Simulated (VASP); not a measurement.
**Ca: single point with PBEsol**

Ca:

```
CELL_PARAMETERS angstrom
0.00000 2.71037 2.83611
2.71037 0.00000 2.83611
2.71037 2.71037 0.00000
ATOMIC_POSITIONS crystal
Ca 0.00000 0.00000 0.00000
```

This cell differs from its parent crystal: strain -0.030 along x and y, +0.015 along z.

- Program: VASP 6.6.1
- Task: single point
- Functional: PBEsol
- Potentials or basis: VASP PAW PBE potentials, release 64 (Ca_sv)
- Cutoff: 520 eV
- k mesh: 14 × 14 × 14
- Occupations: gaussian, width 0.15 eV
- Spin: no spin polarisation
- Dipole correction: no
- Further INCAR settings: ALGO = Normal; EDIFF = 1e-06; NBANDS = 11

| Quantity | Value |
| --- | --- |
| Pressure | -0.5 GPa |
| Band gap on the k mesh | zero (band 5 reaches 2.11 eV, above the bottom of band 6 at 1.80 eV) |

Stress tensor (GPa, compression positive):
```
-0.32  0.00  0.00
 0.00 -0.32  0.00
 0.00  0.00 -0.76
```

Levels at points of the mesh, in eV from the Fermi level:
| k point | band 3 | band 4 | band 5 | band 6 | band 7 | band 8 |
| --- | --- | --- | --- | --- | --- | --- |
| (0.00, 0.00, 0.00) | -22.80 | -22.80 | -4.05 | 2.21 | 2.42 | 2.42 |
| (0.50, 0.00, 0.00) | -22.83 | -22.82 | -1.00 | -0.14 | 2.10 | 2.36 |
| (0.50, 0.50, 0.00) | -22.85 | -22.85 | -0.57 | 0.62 | 0.70 | 4.15 |
| (0.50, 0.00, 0.50) | -22.87 | -22.85 | -0.43 | 0.54 | 1.14 | 4.11 |

It took 89 s on 1 thread of Intel(R) Xeon(R) Platinum 8259CL CPU @ 2.50GHz (Skylake/Cascade Lake), with other jobs on the host, peak memory 0.25 GiB.

Caveat: the cell differs from its parent crystal (strain -0.030 along x and y, +0.015 along z); the PAW data sets were made with another functional, which shifts forces and pressure a little.
